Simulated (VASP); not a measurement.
# Si9C3N8 in VASP: notebook, part 2 of 3

VASP 6.6.1.

## (3) Single point, PBE

File INCAR:

```
PREC     = Accurate       # precision mode
ENCUT    = 520            # plane-wave cutoff, eV
EDIFF    = 1E-7           # SCF threshold, eV
ISMEAR   = -1             # smearing method
SIGMA    = 0.1379         # smearing width, eV
LREAL    = Auto         
LASPH    = T              # aspherical terms in the spheres
NELM     = 80             # most SCF steps
ALGO     = Normal         # electronic algorithm
ISIF     = 2              # what is computed and relaxed
LWAVE    = F              # write WAVECAR
LCHARG   = F              # write CHGCAR
GGA      = PE             # functional
ISYM     = 0            
NBANDS   = 60             # bands
```

File KPOINTS:

```
Automatic mesh
0
Gamma
  1 1 1
  0.25 0.25 0.25
```

File POSCAR:

```
Si9C3N8
1.0
    6.5417270000     -0.1058040000     -0.0528750000
   -0.1058040000      5.8803450000     -0.0308140000
   -0.0528750000     -0.0308140000      6.2531300000
Si C N
9 3 8
Direct
    0.6500830443      0.5592999264      0.8929103359
    0.6777393602      0.8705868004      0.3857079143
    0.1118296707      1.0203294905      0.8906143686
    0.3120397800      0.1764489138      0.2274430885
    0.3428173456      0.6791733655      0.1050255656
    0.3181669724      0.6035493451      0.5948281658
    0.6402120773      0.3787156380      0.4781466173
   -0.0709415644      0.4280512513      0.2789620456
    0.0229743862      0.9313887005      0.3958300215
    0.1461835910      0.8774946885      0.1191242752
    0.3485312413      0.4587434527      0.8687534579
    0.7832371628      0.3203488908     -0.2240094328
    0.2972764774      0.2350315568      0.9545206570
    0.3655646938      0.4689984309      0.3198017554
    0.0102993536      0.2146098915      0.4284250555
    0.1545784437      0.8259360514      0.6233501828
    0.5846775227      0.6757069840      0.5940469907
    0.4961695361      0.0815018567      0.3984005390
    0.8855462449      0.1534428467     -0.2019685429
    0.6027086198      0.7645085960      0.1077859866
```

Potentials or basis: VASP PAW PBE potentials, release 64 (Si, C, N).

The run is started by

```sh
$ cat potpaw_PBE.64/Si/POTCAR potpaw_PBE.64/C/POTCAR potpaw_PBE.64/N/POTCAR > POTCAR
$ mpirun -np 1 vasp_std > vasp.out
```

OUTCAR:

```text
PREC = Accurate
   ENCUT = 520
   EDIFF = 1E-7
   ISMEAR = -1
   LREAL = Auto
   LASPH = T
   NELM = 80
   ISIF = 2
   GGA = PE
   ISYM = 0

 ion  position               nearest neighbor table
   1  0.650  0.559  0.893-  12 1.83  20 1.83  17 2.04  11 2.04   5 2.54   7 2.79   6 2.86   8 3.12

   2  0.678  0.871  0.386-  18 1.75  17 1.84  20 1.89   9 2.27   7 2.96   5 2.97   7 3.06   6 3.10

   3  0.112  0.020  0.891-  10 1.68  13 1.76  19 1.79  16 2.04   4 2.60   5 2.88
   4  0.312  0.176  0.227-  18 1.71  13 1.75  14 1.83  10 2.13  15 2.37   9 2.58   3 2.60   7 2.86
                             8 2.97   5 3.03   5 3.06
   5  0.343  0.679  0.105-  20 1.76  10 1.77  14 1.84  11 1.96   1 2.54   3 2.88   2 2.97   4 3.03
                             4 3.06   6 3.11
   6  0.318  0.604  0.595-  16 1.73  17 1.78  14 1.92  11 1.93   7 2.63   1 2.86   9 3.04   2 3.10
                             5 3.11
   7  0.640  0.379  0.478-  17 1.93  18 2.01  12 2.11  14 2.12   8 2.29   6 2.63   1 2.79   4 2.86
                             2 2.96   2 3.06
   8  0.929  0.428  0.279-  15 1.67   7 2.29   4 2.97   9 3.08   9 3.10   1 3.12
   9  0.023  0.931  0.396-  15 1.68  16 1.78  10 1.95   2 2.27   4 2.58   6 3.04   8 3.08   8 3.10

  10  0.146  0.877  0.119-   3 1.68   5 1.77   9 1.95   4 2.13
  11  0.349  0.459  0.869-  13 1.46   6 1.93   5 1.96   1 2.04
  12  0.783  0.320  0.776-  19 1.21   1 1.83   7 2.11
  13  0.297  0.235  0.955-  11 1.46   4 1.75   3 1.76
  14  0.366  0.469  0.320-   4 1.83   5 1.84   6 1.92   7 2.12
  15  0.010  0.215  0.428-   8 1.67   9 1.68   4 2.37
  16  0.155  0.826  0.623-   6 1.73   9 1.78   3 2.04
  17  0.585  0.676  0.594-   6 1.78   2 1.84   7 1.93   1 2.04
  18  0.496  0.082  0.398-   4 1.71   2 1.75   7 2.01
  19  0.886  0.153  0.798-  12 1.21   3 1.79
  20  0.603  0.765  0.108-   5 1.76   1 1.83   2 1.89

IMPORTANT INFORMATION: All symmetrisations will be switched off!
NOSYMM: (Re-)initialisation of all symmetry stuff for point group C_1.

----------------------------------------------------------------------------------------

                                     Primitive cell

  volume of cell :     240.4500

  direct lattice vectors                    reciprocal lattice vectors
     6.541727000 -0.105804000 -0.052875000     0.152920006  0.002758309  0.001306648
    -0.105804000  5.880345000 -0.030814000     0.002758309  0.170112194  0.000861598
    -0.052875000 -0.030814000  6.253130000     0.001306648  0.000861598  0.159935207

  length of vectors
     6.542796221  5.881377501  6.253429464     0.152950462  0.170136737  0.159942865

  position of ions in fractional coordinates (direct lattice)
     0.650083044  0.559299926  0.892910336
     0.677739360  0.870586800  0.385707914
     0.111829671  0.020329491  0.890614369
     0.312039780  0.176448914  0.227443089
     0.342817346  0.679173365  0.105025566
     0.318166972  0.603549345  0.594828166
[... 12 lines left out ...]
     0.885546245  0.153442847  0.798031457
     0.602708620  0.764508596  0.107785987

  ion indices of the primitive-cell ions
   primitive index   ion index
                 1           1
                 2           2
                 3           3
                 4           4
                 5           5
                 6           6
[... 12 lines left out ...]
                19          19
                20          20

----------------------------------------------------------------------------------------

 KPOINTS: Automatic mesh

Automatic generation of k-mesh.
 Grid dimensions read from file:
 generate k-points for:    1    1    1

 Generating k-lattice:

  Cartesian coordinates                     Fractional coordinates (reciprocal lattice)
     0.152920006  0.002758309  0.001306648     1.000000000  0.000000000  0.000000000
     0.002758309  0.170112194  0.000861598     0.000000000  1.000000000  0.000000000
     0.001306648  0.000861598  0.159935207     0.000000000  0.000000000  1.000000000

  Length of vectors
     0.152950462  0.170136737  0.159942865

  Shift w.r.t. Gamma in fractional coordinates (k-lattice)
     0.250000000  0.250000000  0.250000000

 Subroutine IBZKPT returns following result:
 ===========================================

 Found      1 irreducible k-points:

 Following reciprocal coordinates:
            Coordinates               Weight
  0.250000  0.250000  0.250000      2.000000
   k-points           NKPTS =      1   k-points in BZ     NKDIM =      1   number of bands    NBANDS=     60
   number of dos      NEDOS =    301   number of ions     NIONS =     20
   total plane-waves  NPLWV = 115200
   dimension x,y,z NGX =    50 NGY =   48 NGZ =   48
   dimension x,y,z NGXF=   100 NGYF=   96 NGZF=   96
   ions per type =               9   3   8
   NGX,Y,Z   is equivalent  to a cutoff of  12.70, 13.57, 12.76 a.u.
   NGXF,Y,Z  is equivalent  to a cutoff of  25.41, 27.14, 25.52 a.u.
 SYSTEM =  unknown system
   PREC   = accura    normal or accurate (medium, high low for compatibility)
   ISTART =      0    job   : 0-new  1-cont  2-samecut
   ICHARG =      2    charge: 1-file 2-atom 10-const
   ISPIN  =      1    spin polarized calculation?
   LNONCOLLINEAR =      F non collinear calculations
   LSORBIT =      F    spin-orbit coupling
   LASPH  =      T    aspherical Exc in radial PAW
   ENCUT  =  520.0 eV  38.22 Ry    6.18 a.u.  12.17 10.94 11.63*2*pi/ulx,y,z
   NELM   =     80;   NELMIN=  2; NELMDL= -5     # of ELM steps
   EDIFF  = 0.1E-06   stopping-criterion for ELM
   LREAL  =      T    real-space projection
   EDIFFG = 0.1E-05   stopping-criterion for IOM
   NSW    =      0    number of steps for IOM
   IBRION =     -1    ionic relax: 0-MD 1-quasi-New 2-CG
   NFREE  =      0    steps in history (QN), initial steepest desc. (CG)
   ISIF   =      2    stress and relaxation
   ISYM   =      0    0-nonsym 1-usesym 2-fastsym
   POTIM  = 0.5000    time-step for ionic-motion
   TEBEG  =    0.0;   TEEND  =   0.0 temperature during run
   PSTRESS=    0.0 pullay stress
   NELECT =      88.0000    total number of electrons
   NUPDOWN=      -1.0000    fix difference up-down
   EMIN   =  10.00;   EMAX   =-10.00  energy-range for DOS
   EFERMI =   0.00;   METHOD = LEGACY
   ISMEAR =    -1;   SIGMA  =   0.14  broadening in eV -4-tet -1-fermi 0-gaus
   EFERMI_NEDOS =   21; number of points for ismear=-14 and -15
   IALGO  =     38    algorithm
   IMIX   =      4    mixing-type and parameters
     AMIX     =   0.40;   BMIX     =  1.00
     AMIX_MAG =   1.60;   BMIX_MAG =  1.00
  volume/ion in A,a.u.               =      12.02        81.13
  Fermi-wavevector in a.u.,A,eV,Ry     =   1.171011  2.212889 18.657203  1.371266
  Thomas-Fermi vector in A             =   2.307461
   LORBIT       =      0    0 simple, 1 ext, 2 COOP (PROOUT), +10 PAW based schemes
   GGA     = PE    functional components
   LHFCALC =     F    Hartree Fock is set to
   AEXX    =    0.0000 exact exchange contribution
   IVDW    =     0    specifies the selected vdW correction
   LEPSILON=     F    determine dielectric tensor
   LRPA    =     F    only Hartree local field effects (RPA)
 non-spin polarized calculation
  energy-cutoff  :      520.00
  volume of cell :      240.45
 maximum number of plane-waves:      6468
 NGX is ok and might be reduce to    48
   NGX = 25   NGY = 21   NGZ = 23

 number of electron      88.0000004 magnetization

 Free energy of the ion-electron system (eV)
  ---------------------------------------------------
  ext. energy  EPLUGINS =         0.00000000
  ---------------------------------------------------
  free energy    TOTEN  =      -142.82647193 eV

  energy without entropy =     -142.61773516  energy(sigma->0) =     -142.72210354

 E-fermi :   6.9212     XC(G=0): -10.2872

 val. band max:        6.6520496754   @ k =   0.2500   0.2500   0.2500
 cond. band min:       7.1903159662   @ k =   0.2500   0.2500   0.2500
 fundamental gap:      0.5382662907
 Fermi energy:         6.9211672605

 k-point     1 :       0.2500    0.2500    0.2500
  band No.  band energies     occupation
      1     -12.2754      2.00000
      2     -11.7371      2.00000
      3     -10.9348      2.00000
      4     -10.1361      2.00000
      5      -9.7450      2.00000
      6      -9.4821      2.00000
[... 48 lines left out ...]
     55      11.0647      0.00000
     56      11.3198      0.00000
 [bands above 56 left out]

------------------------ aborting loop because EDIFF is reached ----------------------------------------

  FORCE on cell =-STRESS in cart. coord.  units (eV):
  Direction    XX          YY          ZZ          XY          YZ          ZX
  --------------------------------------------------------------------------------------
  -------------------------------------------------------------------------------------
  Total        7.1752780      9.8416669    -14.0718686      1.2797363    -10.2800293     -5.7823422
  in kB       47.8106416     65.5774459    -93.7643199      8.5271978    -68.4983629    -38.5291674
  external PRESSURE =       6.5412559 kB  Pullay stress =       0.0000000 kB

 VOLUME and BASIS-vectors are now :
 -----------------------------------------------------------------------------
  energy-cutoff  :      520.00
  volume of cell :      240.45
      direct lattice vectors                 reciprocal lattice vectors
     6.541727000 -0.105804000 -0.052875000     0.152920006  0.002758309  0.001306648
    -0.105804000  5.880345000 -0.030814000     0.002758309  0.170112194  0.000861598
    -0.052875000 -0.030814000  6.253130000     0.001306648  0.000861598  0.159935207

 POSITION                                       TOTAL-FORCE (eV/Angst)
 -----------------------------------------------------------------------------------
      4.14628      3.19258      5.53188        -1.164826      1.678565     -0.146280
      4.32108      5.03576      2.34922        -1.868394     -1.148305     -1.226796
      0.68232      0.08027      5.56259        -0.903421      1.821937     -5.147596
      2.01058      0.99756      1.40029        -0.592310      0.565855      0.422751
      2.16521      3.95427      0.61768         0.718790     -2.372361      0.369225
      1.98605      3.49709      3.68412        -0.212478     -0.436570      0.599025
[... 12 lines left out ...]
      5.73457      0.78401      4.93864         2.335810     -2.567752      1.550995
      3.85617      4.42848      0.61857         0.587379     -0.016448      0.008109
 -----------------------------------------------------------------------------------
    total drift:                                0.001284      0.004962     -0.019708

  FREE ENERGIE OF THE ION-ELECTRON SYSTEM (eV)
  ---------------------------------------------------
  free  energy   TOTEN  =      -142.8264719251 eV

  energy  without entropy=     -142.6177351618  energy(sigma->0) =     -142.72210354
```

It took 58 s on 1 thread of Intel Xeon 6975P-C, shared host; peak memory 0.32 GiB.

Results:

```yaml
Free_energy: -142.8265 eV
Pressure: 0.7 GPa
Largest_force: 5.535 eV/Å
Band_gap_on_the_k_mesh: 0.54 eV
```

Forces on the atoms (eV/Å):
```
Si  -1.165  1.679 -0.146
Si  -1.868 -1.148 -1.227
Si  -0.903  1.822 -5.148
Si  -0.592  0.566  0.423
Si   0.719 -2.372  0.369
Si  -0.212 -0.437  0.599
Si  -1.613 -0.656  0.157
Si  -0.463  0.730 -0.658
Si   0.256 -1.247  0.289
C    0.067 -0.291  4.816
C    1.268  0.279 -0.121
C   -1.991  0.867 -1.613
N   -0.260  0.092 -0.842
N   -1.280  0.867  1.239
N    2.435 -0.344 -1.476
N   -0.638  0.802  0.252
N    0.865  0.166  0.939
N    2.454  1.212  0.589
N    2.336 -2.568  1.551
N    0.587 -0.016  0.008
```

Stress tensor (GPa, compression positive):
```
 4.78  0.85 -3.85
 0.85  6.56 -6.85
-3.85 -6.85 -9.38
```

Levels at points of the mesh, in eV from the valence-band top:
```tsv
k point	band 40	band 41	band 42	band 43	band 44	band 45	band 46	band 47	band 48	band 49
(0.25, 0.25, 0.25)	-1.97	-1.71	-1.18	-0.86	0.00	0.54	1.38	2.29	2.60	2.87
```

Caveat: the k points lie up to 1.07 Å⁻¹ apart.

(Part 2 of 3 ends here.)
